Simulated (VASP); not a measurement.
Crystal: BeTe.

```
CELL_PARAMETERS angstrom
0.00000 2.83146 2.83146
2.83146 0.00000 2.83146
2.83146 2.83146 0.00000
ATOMIC_POSITIONS crystal
Be 0.00000 0.00000 0.00000
Te 0.75000 0.75000 0.75000
```

Program: VASP 6.6.1. Alike in all runs: task single point; potentials or basis VASP PAW PBE potentials, release 64 (Be, Te); cell as given; cutoff (eV) 600; smearing gaussian 0.1 eV.

Task: Order these runs on this cell by their band gap on the k mesh, lowest first.
A. level PBE; spin collinear, ferromagnetic start; k mesh 4 × 4 × 4
B. level BLYP; spin off; k mesh 4 × 4 × 4
C. level BLYP; spin off; k mesh 2 × 2 × 2, shifted

Result: A (2.00 eV), B (2.26 eV), C (2.79 eV).

Caveats: all runs use coarse meshes; spin-orbit coupling is left out, which moves the levels of the heavy elements.

A k mesh can miss the band edges.
